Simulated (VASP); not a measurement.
Runs of VASP 6.6.1 on Cs. The structure is that of space group Fm-3m (No. 225), or close to it. The cells are those of the table. This isn't the form of Cs at room conditions, which is bcc.

```tsv
task	cell	gap on the mesh (eV)	pressure (GPa)
relaxation of cell and atoms	relaxed to 15 GPa from a = 5.402 Å, angles 60.0°, 1 atom	none	15.1
single point	a = 3.224 Å, angles 60.0°, 1 atom	none	33.9
single point	a = 3.384 Å, angles 60.0°, 1 atom	none	16.0
relaxation of cell and atoms	relaxed from a = 5.402 Å, angles 60.0°, 1 atom	none	0.0
single point	a = 3.133 Å, angles 60.0°, 1 atom	none	(a)
```

Alike in all rows: level PBEsol; potentials or basis VASP PAW PBE potentials, release 64 (Cs_sv); no spin polarisation; k mesh 4 × 4 × 4; cutoff (eV) 500; smearing methfessel-paxton 0.05 eV.

Task: Estimate the missing entries.

Result: (a) 48.1.

Caveats: some runs use coarse meshes; the PAW data sets were made with another functional, which shifts forces and pressure a little; spin-orbit coupling is left out, which moves the levels of the heavy elements; the cell is relaxed towards a set pressure, so the run minimises the enthalpy, not the energy (at least some runs).

A k mesh can miss the band edges, and the runs leave out spin-orbit coupling on Cs.

A gap of «none» marks levels without a gap at the run's occupations.
